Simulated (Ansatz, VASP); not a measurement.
## Na4SrCaSi2: VASP beside Ansatz

```
Na Sr Ca Si
1.0
     5.25553    0.00000    0.00000
     0.00000    5.25553    0.00000
     0.00000    0.00000    7.59350
Na Sr Ca Si
4 1 1 2
Direct
  0.50000 0.00000 0.29402
  0.00000 0.50000 0.70598
  0.50000 0.50000 0.00000
  0.00000 0.00000 0.50000
  0.00000 0.00000 0.00000
  0.50000 0.50000 0.50000
  0.50000 0.00000 0.75812
  0.00000 0.50000 0.24188
```

Alike in both runs: task single point; functional PBE; k mesh 8 × 8 × 6; occupations gaussian, width 0.05 eV; no spin polarisation.

|  | VASP | Ansatz |
| --- | --- | --- |
| version | VASP 6.6.1 | Ansatz 0.2.0 |
| potentials or method | VASP PAW PBE potentials, release 64 (Na_pv, Sr_sv, Ca_sv, Si), cutoff 520 eV | scalar-relativistic, plane waves, PAW |
| valence electrons in the cell | 56 | 64 |

|  | VASP | Ansatz | Ansatz less VASP |
| --- | --- | --- | --- |
| gap on the k mesh at the Fermi level (eV) | 0.17 | 0.17 | 0.000 |
| least direct gap on the mesh (eV) | 0.33 | 0.33 | 0.000 |
| pressure (GPa) | 0.2 | 0.1 | -0.03 |
| traceless stress, the component that is largest in VASP (GPa) | -0.64 | -0.64 | -0.001 |
| rms of the force components (eV/Å) | 0.221 | 0.221 | -0.0007 |

Atom by atom the forces differ by 0.001 eV/Å (rms over components). VASP's potentials hold 56 valence electrons a cell and Ansatz's 64, so a difference there can come from the potentials and not from the codes.
